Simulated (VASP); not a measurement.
Runs of VASP 6.6.1 on SnSe. The structure is that of space group Fm-3m (No. 225), or close to it. The cells are those of the table. 

```csv
task,level,spin,fixed moment (μB),cell,k mesh,cutoff (eV),smearing,dipole correction,ions in elastic constants,grid for exact exchange (PRECFOCK),share of exact exchange,tolerance level,gap on the mesh (eV),pressure (GPa),moment (μB)
elastic constants,BLYP,"collinear, zero start",0.0,"a = 4.257 Å, angles 60.0°, 2 atoms",6 × 6 × 6,500,fermi-dirac 0.025 eV,no,relaxed,-,-,-,-,-,0.00
single point,r2SCAN,collinear,-,"a = 4.170 Å, angles 60.0°, 2 atoms",8 × 8 × 8,520,gaussian 0.02 eV,no,-,-,-,-,0.72,3.6,0.00
relaxation of cell and atoms,RPBE,"non-collinear, typed start, SOC",-,"relaxed from a = 4.257 Å, angles 60.0°, 2 atoms",8 × 8 × 8,600,methfessel-paxton 0.1 eV,no,-,-,-,-,-,0.0,0.00
single point,"b88 exchange, pbe correlation",off,-,"a = 4.257 Å, angles 60.0°, 2 atoms",8 × 8 × 8,500,fermi-dirac 0.05 eV,no,-,-,-,-,0.57,0.7,-
single point,r2SCAN,collinear,-,"a = 4.340 Å, angles 60.0°, 2 atoms",8 × 8 × 8,520,gaussian 0.02 eV,no,-,-,-,-,0.20,-2.9,0.00
single point,PBE0,off,-,"a = 4.340 Å, angles 60.0°, 2 atoms",6 × 6 × 6,520,fermi-dirac 0.05 eV,no,-,Normal,0.25,-,0.39,-3.3,-
single point,PBE,off,-,"a = 4.228 Å, angles 60.0°, 2 atoms",8 × 8 × 8,500,fermi-dirac 0.05 eV,no,-,-,-,-,(a),2.0,-
band structure,r2SCAN,off,-,"a = 4.257 Å, angles 60.0°, 2 atoms",8 × 8 × 8,480,gaussian 0.03 eV,-,-,-,-,standard,-,-0.1,-
single point,PBEsol-based screened hybrid with 25 % exact exchange,off,-,"a = 4.160 Å, angles 60.0°, 2 atoms",4 × 4 × 4,520,fermi-dirac 0.05 eV,no,-,Normal,0.25,-,0.90,-0.1,-
single point,r2SCAN,collinear,-,"a = 4.285 Å, angles 60.0°, 2 atoms",8 × 8 × 8,520,gaussian 0.02 eV,no,-,-,-,-,0.37,-1.1,0.00
single point,r2SCAN,collinear,-,"a = 4.228 Å, angles 60.0°, 2 atoms",8 × 8 × 8,520,gaussian 0.02 eV,no,-,-,-,-,(b),(c),0.00
```

Alike in all rows: potentials or basis VASP PAW PBE potentials, release 64 (Sn_d, Se).

Fill in the values left out.

(a) 0.67; (b) 0.55; (c) 1.0.

Caveats: some runs use coarse meshes; the PAW data sets were made with another functional, which shifts forces and pressure a little (at least some runs); spin-orbit coupling is left out, which moves the levels of the heavy elements (at least some runs); the cell is under stress, which shifts elastic constants (at least some runs); the total moment is fixed, so each spin has its own Fermi level (at least some runs); the cell stands under pressure (at least some runs); the cell stands under tension (at least some runs).

A k mesh can miss the band edges, and rows without SOC leave out spin-orbit coupling on Se, Sn.
